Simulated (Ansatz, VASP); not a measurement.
Os4C: VASP beside Ansatz

Contents of INCAR:

```
SYSTEM = Os4C
PREC = Accurate
ENCUT = 600
EDIFF = 1E-6
ISMEAR = 0
SIGMA = 0.1
LREAL = .False.
LASPH = .True.
NELM = 120
ALGO = Normal
ISIF = 2
LWAVE = .False.
LCHARG = .False.
GGA = PE
NBANDS = 42
GGA_COMPAT = .False.
```

File KPOINTS:

```
regular mesh
0
Gamma
  4 4 4
  0 0 0
```

The input POSCAR:

```
Os4C
1.0
    3.9384940976      0.0000000000      0.0000000000
    0.0000000000      3.9384940976      0.0000000000
    0.0000000000      0.0000000000      4.2364478011
Os C
4 1
Direct
    0.5000000000      0.0000000000      0.9598320881
    0.5000000000      0.5000000000      0.5370969452
    0.0000000000      0.5000000000      0.9598320881
    0.0000000000      0.0000000000      0.4587475059
    0.5000000000      0.5000000000      0.0851271144
```

Input for Ansatz:

```yaml
crystal:
  lattice:
    - [3.9384940976, 0.0, 0.0]
    - [0.0, 3.9384940976, 0.0]
    - [0.0, 0.0, 4.2364478011]
  atoms:
    - { symbol: Os, position: [0.5, 0.0, 0.9598320881] }
    - { symbol: Os, position: [0.5, 0.5, 0.5370969452] }
    - { symbol: Os, position: [0.0, 0.5, 0.9598320881] }
    - { symbol: Os, position: [0.0, 0.0, 0.4587475059] }
    - { symbol: C, position: [0.5, 0.5, 0.0851271144] }
basis:
  ecutwfc: 420
kpoints:
  mp_grid: { grid: [4, 4, 4] }
hamiltonian:
  xc: pbe
scf:
  occupations: { method: gaussian, width: 0.1 }
  lower_state_search: "off"
output:
  forces: true
  stress: true
  eigenvalues: true
```

Change from the starting cell: the structure that the rattled cell fell into.

Alike in both runs: task single point; functional PBE; k mesh 4 × 4 × 4; occupations gaussian, width 0.1 eV; no spin polarisation.

```csv
,VASP,Ansatz
version,VASP 6.6.1,Ansatz 0.2.0
potentials or method,"VASP PAW PBE potentials, release 64 (Os_sv_GW, C), cutoff 600 eV","scalar-relativistic, plane waves, PAW"
valence electrons in the cell,68,68
```

Ansatz gave:

| Quantity | Value |
| --- | --- |
| gap on the k mesh at the Fermi level (eV) | none |
| pressure (GPa) | 0.1 |
| traceless stress, the component that is largest in VASP (GPa) | -1.15 |
| rms of the force components (eV/Å) | 0.097 |

Task: Which values does VASP return?

Result: gap on the k mesh at the Fermi level (eV): none; pressure (GPa): -0.3; traceless stress, the component that is largest in VASP (GPa): -1.14; rms of the force components (eV/Å): 0.098.

Atom by atom the forces differ by 0.002 eV/Å (rms over components). A gap of «none» marks a metal or a gap that the smearing closes. With one functional, cell and mesh, what is left measures potentials, basis and numerics.

The k mesh is coarse, so the values compare programs but aren't converged. Neither program's run includes spin-orbit coupling.
